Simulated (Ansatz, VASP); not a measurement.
# Bi in VASP and in Ansatz

Contents of POSCAR:

```
Bi
1.0
    2.2672586491      1.3090023913      4.1166667488
   -2.2672586491      1.3090023913      4.1166667488
    0.0000000000     -2.6180047827      4.1166667487
Bi
2
Direct
    0.2317091399      0.2317091399      0.2317091399
    0.7682908601      0.7682908601      0.7682908601
```

File INCAR.step1:

```
SYSTEM = Bi
PREC = Accurate
ENCUT = 520
ISMEAR = -1
SIGMA = 0.1
LREAL = .FALSE.
LASPH = .TRUE.
NELM = 80
NBANDS = 22
GGA = PE
ALGO = Normal
EDIFF = 1E-4
LWAVE = .TRUE.
LCHARG = .FALSE.
```

The input INCAR.step2:

```
SYSTEM = Bi
PREC = Accurate
ENCUT = 520
EDIFF = 1E-6
ISMEAR = -1
SIGMA = 0.1
LREAL = .FALSE.
LASPH = .TRUE.
NELM = 80
ALGO = Normal
ISIF = 2
LWAVE = .FALSE.
LCHARG = .TRUE.
METAGGA = R2SCAN
LMIXTAU = .TRUE.
LELF = .TRUE.
LVHAR = .TRUE.
NBANDS = 22
ISTART = 1
```

KPOINTS

```
regular mesh
0
G
  9 9 9
  0 0 0
```

Input for Ansatz:

```yaml
crystal:
  lattice:
    - [2.2672586491, 1.3090023913, 4.1166667488]
    - [-2.2672586491, 1.3090023913, 4.1166667488]
    - [0.0, -2.6180047827, 4.1166667487]
  atoms:
    - { symbol: Bi, position: [0.2317091399, 0.2317091399, 0.2317091399] }
    - { symbol: Bi, position: [0.7682908601, 0.7682908601, 0.7682908601] }
hamiltonian:
  xc: r2scan
  pseudopotentials:
    kind: paw
    azcp:
      Bi: "pseudopotentials/Bi.paw.azcp"
basis:
  ecutwfc: 500
  fft_grid_basis: typed
kpoints:
  mp_grid: { grid: [9, 9, 9], shift: [0, 0, 0] }
magnetization:
  spin_polarized: false
scf:
  occupations: { method: fermi_dirac, width: 0.1 }
  lower_state_search: "off"
output:
  stress: true
```

Alike in both runs: task single point; functional r2SCAN; k mesh 9 × 9 × 9; occupations fermi-dirac, width 0.1 eV; no spin polarisation.

|  | VASP | Ansatz |
| --- | --- | --- |
| version | VASP 6.6.1 | Ansatz 0.2.0 |
| potentials or method | VASP PAW PBE potentials, release 64 (Bi_d), cutoff 520 eV | plane waves (500 eV) with PAW, scalar-relativistic |
| valence electrons in the cell | 30 | 30 |

|  | VASP | Ansatz | Ansatz less VASP |
| --- | --- | --- | --- |
| pressure (GPa) | 0.0 | 0.0 | +0.05 |

VASP's potentials were made for PBE, not for r2SCAN. The functional is the same, so the differences come from potentials, cutoffs and numerics.

Spin-orbit coupling is off throughout.
